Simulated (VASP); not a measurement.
Here is a VASP 6.6.1 calculation.

File INCAR:

```
PREC = Accurate
ENCUT = 520
EDIFF = 1E-6
ISMEAR = -1
SIGMA = 0.05
LREAL = False
LASPH = True
NELM = 80
ALGO = Normal
ISIF = 2
LWAVE = False
LCHARG = False
GGA = PE
ISYM = 0
NBANDS = 12
```

Contents of KPOINTS:

```
Automatic mesh
0
Gamma
  14 14 16
```

File POSCAR:

```
Ga
1.0
   -1.4156038320      1.4156038320      2.2474223230
    1.4156038320     -1.4156038320      2.2474223230
    1.4156038320      1.4156038320     -2.2474223230
Ga
1
Direct
    0.0000000000      0.0000000000      0.0000000000
```

Potentials or basis: VASP PAW PBE potentials, release 64 (Ga_d).

Command:

```bash
$ cat potpaw_PBE.64/Ga_d/POTCAR > POTCAR
$ mpirun -np 1 vasp_std > vasp.out
```

Question: What does it give for the pressure?

Answer: 2.7 GPa.

Question: What does it give for the band gap on the k mesh?

Answer: Zero (an odd number of electrons rules out a gap without spin polarisation).

Stress tensor (GPa, compression positive):
```
 2.90 -0.11  0.09
-0.11  2.90  0.09
 0.09  0.09  2.37
```
